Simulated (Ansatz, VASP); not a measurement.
One calculation of MnO2, two programs

The input INCAR:

```
SYSTEM = MnO2
PREC     = Accurate       ! precision mode
ENCUT    = 520            ! plane-wave cutoff, eV
EDIFF    = 1E-6           ! SCF threshold, eV
ISMEAR   = -1             ! smearing method
SIGMA    = 0.05           ! smearing width, eV
LREAL    = .False.        ! projectors in reciprocal space
LASPH    = .True.         ! aspherical terms in the spheres
NELM     = 150            ! most SCF steps
ALGO     = Normal         ! electronic algorithm
ISIF     = 2              ! what is computed and relaxed
LWAVE    = .False.        ! write WAVECAR
LCHARG   = .False.        ! write CHGCAR
ISPIN    = 2              ! spin polarisation
MAGMOM   = 4 0 0          ! initial moments
LORBIT   = 11             ! projections on sites
LMAXMIX  = 4              ! l up to which the mixer works
GGA      = PS             ! functional
NBANDS   = 24             ! bands
```

Contents of KPOINTS:

```
Automatic mesh
0
Gamma
  11 11 6
  0 0 0
```

File POSCAR:

```
MnO2
1.0
    2.9126037410      0.0000000000      0.0000000000
   -1.4563018705      2.5223888309      0.0000000000
    0.0000000000      0.0000000000      4.6916199912
Mn O
1 2
Direct
    0.0000000000      0.0000000000      0.5000000000
    0.3333333333      0.6666666667      0.7062925700
    0.6666666667      0.3333333333      0.2937074300
```

input.yaml

```yaml
crystal:
  lattice:
    - [2.912603741, 0.0, 0.0]
    - [-1.4563018705, 2.5223888309, 0.0]
    - [0.0, 0.0, 4.6916199912]
  atoms:
    - { symbol: Mn, position: [0.0, 0.0, 0.5], spin: 4.0 }
    - { symbol: O, position: [0.3333333333, 0.6666666667, 0.70629257] }
    - { symbol: O, position: [0.6666666667, 0.3333333333, 0.29370743] }
kpoints:
  mp_grid: { grid: [11, 11, 6] }
scf:
  occupations: { method: fermi_dirac, width: 0.05 }
hamiltonian:
  xc: pbesol
  pseudopotentials: { kind: all_electron, lapw: { basis_error: 0.002 } }
magnetization:
  spin_polarized: true
output:
  forces: true
  stress: true
  eigenvalues: true
```

Change from the starting cell: volume scaled by 1.06.

Alike in both runs: task single point; functional PBEsol; k mesh 11 × 11 × 6; occupations fermi-dirac, width 0.05 eV; collinear spin.

|  | VASP | Ansatz |
| --- | --- | --- |
| version | VASP 6.6.1 | Ansatz 0.2.0 |
| potentials or method | VASP PAW PBE potentials, release 64 (Mn_pv, O), cutoff 520 eV | all-electron LAPW, scalar-relativistic |

Ansatz gave:

```
gap on the k mesh at the Fermi level (eV)                     : 0.95
least direct gap on the mesh (eV)                             : 1.03
pressure (GPa)                                                : -12.1
traceless stress, the component that is largest in VASP (GPa) : 4.40
rms of the force components (eV/Å)                            : 0.431
net moment per atom (μB)                                      : 1.00
size of the moment on the site where the two differ most (μB) : 2.79
```

Problem. Which values does VASP return?

Solution. gap on the k mesh at the Fermi level (eV): 0.91; least direct gap on the mesh (eV): 0.98; pressure (GPa): -11.3; traceless stress, the component that is largest in VASP (GPa): 4.04; rms of the force components (eV/Å): 0.397; net moment per atom (μB): 1.00; size of the moment on the site where the two differ most (μB): 2.89.

VASP's potentials were made for PBE, not for PBEsol. Site moments also hang on the region over which each program counts them. Atom by atom the forces differ by 0.033 eV/Å (rms over components). Ansatz ran all-electron here, and VASP with PAW potentials.
